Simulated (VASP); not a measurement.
Write the native input for VASP 6.6.1 that does the following.

| Quantity | Value |
| --- | --- |
| Task | single point |
| Functional | LDA |
| Potentials or basis | VASP PAW LDA potentials, release 64 (Ca_sv) |
| Cutoff | 500 eV |
| k mesh | 5 × 5 × 3 |
| Occupations | methfessel-paxton, width 0.1 eV |
| Spin | no spin polarisation |
| Dipole correction | no |
| Further INCAR settings | ALGO = Normal; EDIFF = 1e-06; NBANDS = 17 |

The structure of Ca lies in POSCAR:

```
Ca
1.0
    3.2828424526      0.0000000000      0.0000000000
   -1.6414212263      2.8430249605      0.0000000000
    0.0000000000      0.0000000000      5.3395001454
Ca
2
Direct
    0.3333333333      0.6666666667      0.2500000000
    0.6666666667      0.3333333333      0.7500000000
```

This isn't the form of Ca at room conditions, which is fcc.

One way to write it, as run:

INCAR

```
ALGO     = Normal         # electronic algorithm
EDIFF    = 1E-6           # SCF threshold, eV
ENCUT    = 500            # plane-wave cutoff, eV
GGA_COMPAT= False        
ISIF     = 2              # what is computed and relaxed
ISMEAR   = 1              # smearing method
LASPH    = True           # aspherical terms in the spheres
LCHARG   = False          # write CHGCAR
LREAL    = False          # projectors in reciprocal space
LWAVE    = False          # write WAVECAR
NBANDS   = 17             # bands
NELM     = 120            # most SCF steps
PREC     = Accurate       # precision mode
SIGMA    = 0.1            # smearing width, eV
```

KPOINTS

```
k-points
0
Gamma
  5 5 3
```

Potentials or basis: VASP PAW LDA potentials, release 64 (Ca_sv).

The run is started by

```sh
$ cat potpaw_LDA.64/Ca_sv/POTCAR > POTCAR
$ mpirun -np 1 vasp_std > vasp.out
```

It gave:

The pressure is 15.0 GPa. The band gap on the k mesh is zero (bands 10 and 11 overlap by 0.23 eV).

Caveat: the k points lie up to 0.44 Å⁻¹ apart.

Run time: 11 s on 1 thread of Intel Xeon 8259CL, on a shared host, peak memory 0.13 GiB.
